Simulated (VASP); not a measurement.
Write the native input for VASP 6.6.1 that does the following.

* Task: single point
* Functional: PBE
* Potentials or basis: VASP PAW PBE potentials, release 64 (Al, N)
* Cutoff: 520 eV
* k mesh: 10 × 10 × 10
* Occupations: fermi-dirac, width 0.02 eV
* Spin: no spin polarisation
* Dipole correction: no
* Further INCAR settings: ALGO = Normal; EDIFF = 1e-07; NBANDS = 11

The structure of AlN lies in POSCAR:

```
AlN
1.0
    0.0000000000      2.1848764832      2.1848764832
    2.1848764832      0.0000000000      2.1848764832
    2.1848764832      2.1848764832      0.0000000000
Al N
1 1
Direct
    0.0000000000      0.0000000000      0.0000000000
    0.7500000000      0.7500000000      0.7500000000
```

One way to write it, as run:

INCAR

```
SYSTEM = AlN
PREC = Accurate
ENCUT = 520
EDIFF = 1E-7
ISMEAR = -1
SIGMA = 0.02
LREAL = .FALSE.
LASPH = .TRUE.
NELM = 80
ALGO = Normal
ISIF = 2
LWAVE = .FALSE.
LCHARG = .TRUE.
GGA = PE
LELF = .TRUE.
LVHAR = .TRUE.
NBANDS = 11
```

KPOINTS

```
Automatic mesh
0
G
  10 10 10
  0 0 0
```

Potentials or basis: VASP PAW PBE potentials, release 64 (Al, N).

Run with:

```bash
$ cat potpaw_PBE.64/Al/POTCAR potpaw_PBE.64/N/POTCAR > POTCAR
$ mpirun -np 1 vasp_std > vasp.out
```

It gave:

The pressure is 4.3 GPa and the band gap on the k mesh is 3.32 eV, indirect (least direct gap 4.19 eV).

Wall time 7 s on 1 thread of Intel(R) Xeon(R) Platinum 8259CL CPU @ 2.50GHz (Skylake/Cascade Lake), on a shared host, peak memory 0.13 GiB.
